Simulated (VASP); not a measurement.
Runs of VASP 6.6.1 on W. The structure is that of space group R-3m (No. 166), or close to it. The cells are those of the table. 

| cell | further INCAR settings | gap on the mesh (eV) | pressure (GPa) |
| --- | --- | --- | --- |
| a = 3.337 Å, angles 117.0°, 1 atom | ALGO = Fast; EDIFF = 1e-06; NBANDS = 13 | none | 240.6 |
| a = 3.015 Å, angles 114.3°, 1 atom | ALGO = Fast; EDIFF = 1e-07; NBANDS = 13 | none | (b) |
| a = 3.161 Å, angles 115.8°, 1 atom | ALGO = Fast; EDIFF = 1e-06; NBANDS = 13 | none | 101.3 |
| a = 2.599 Å, angles 101.6°, 1 atom | ALGO = Fast; EDIFF = 1e-06; NBANDS = 13 | none | 7.4 |
| a = 2.666 Å, angles 105.7°, 1 atom | ALGO = Fast; EDIFF = 1e-06; NBANDS = 13 | none | (a) |

Alike in all rows: task single point; level PBEsol; potentials or basis VASP PAW PBE potentials, release 64 (W_sv); no spin polarisation; k mesh 24 × 24 × 24; cutoff (eV) 520; smearing gaussian 0.15 eV.

Problem. Fill in the values left out.

Solution. (a) -4.5; (b) 30.7.

Caveats: the PAW data sets were made with another functional, which shifts forces and pressure a little; spin-orbit coupling is left out, which moves the levels of the heavy elements; the cell stands under pressure (at least some runs); atoms lie so close that the PAW spheres overlap strongly, which falsifies energies and pressures (at least some runs); the cell stands under tension (at least some runs).

A k mesh can miss the band edges, and the runs leave out spin-orbit coupling on W.

A gap of «none» marks levels without a gap at the run's occupations.
